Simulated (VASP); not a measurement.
CoSi: single point with PBEsol

CoSi:

```xyz
8
Lattice="3.8924 0.0000 0.0000 0.0000 4.8792 0.0000 0.0000 0.0000 4.3858" Properties=species:S:1:pos:R:3 pbc="T T T"
Co    0.5669    0.7106    0.6388
Co    1.3793    4.1686    2.8317
Co    2.5131    1.7290    3.7471
Co    3.3255    3.1502    1.5541
Si    3.2826    4.1148    3.6987
Si    2.5560    0.7644    1.5058
Si    1.3364    3.2041    0.6871
Si    0.6098    1.6752    2.8800
```

This cell differs from its parent crystal: strain -0.1125 x Voigt [1, -1, 0, 0, 0, 0].

```yaml
Program: VASP 6.6.1
Task: single point
Functional: PBEsol
Potentials_or_basis: VASP PAW PBE potentials, release 64 (Co, Si)
Cutoff: 520 eV
k_mesh: 10 × 10 × 10
Occupations: gaussian, width 0.15 eV
Spin: no spin polarisation
Dipole_correction: no
Further_INCAR_settings: ALGO = Fast; EDIFF = 1e-06; NBANDS = 36
```

* Pressure: 14.5 GPa
* Largest force: 0.910 eV/Å
* Band gap on the k mesh: zero (bands 26 and 27 overlap by 0.40 eV)

Forces on the atoms (eV/Å):
```
Co   0.401 -0.372 -0.522
Co  -0.401  0.372 -0.522
Co   0.401  0.372  0.522
Co  -0.401 -0.372  0.522
Si   0.396 -0.143  0.807
Si  -0.396  0.143  0.807
Si   0.396  0.143 -0.807
Si  -0.396 -0.143 -0.807
```

Stress tensor (GPa, compression positive):
```
 54.21   0.00   0.00
  0.00 -15.74   0.00
  0.00   0.00   5.13
```

Levels at points of the mesh, in eV from the Fermi level:
```tsv
k point	band 23	band 24	band 25	band 26	band 27	band 28	band 29	band 30
(0.00, 0.00, 0.00)	-0.78	-0.68	-0.21	-0.13	0.01	2.23	2.48	2.63
(0.50, 0.00, 0.00)	-1.01	-1.01	-0.64	-0.64	0.54	0.54	1.55	1.55
(0.00, 0.50, 0.00)	-0.65	-0.65	-0.40	-0.40	0.91	0.91	2.37	2.37
(0.50, 0.50, 0.00)	-1.15	-1.15	-0.15	-0.15	0.49	0.49	2.23	2.23
(0.00, 0.00, 0.50)	-0.79	-0.79	-0.41	-0.41	0.85	0.85	1.79	1.79
(0.50, 0.00, 0.50)	-1.40	-1.40	-0.18	-0.18	0.21	0.21	1.55	1.55
(0.00, 0.50, 0.50)	-0.85	-0.85	0.08	0.08	1.15	1.15	2.76	2.76
(0.50, 0.50, 0.50)	-1.38	-1.38	-0.32	-0.32	-0.32	-0.32	4.38	4.38
```

It took 20 min on 1 thread of Oxide Virtual Turin-like Processor (shared host), peak memory 0.52 GiB.

Caveat: the cell differs from its parent crystal (strain -0.1125 x Voigt [1, -1, 0, 0, 0, 0]); the stress differs along the axes, from -16 to 54 GPa; the PAW data sets were made with another functional, which shifts forces and pressure a little. Spin polarisation is off, so any magnetic state and its effect on volume and gap are missing.
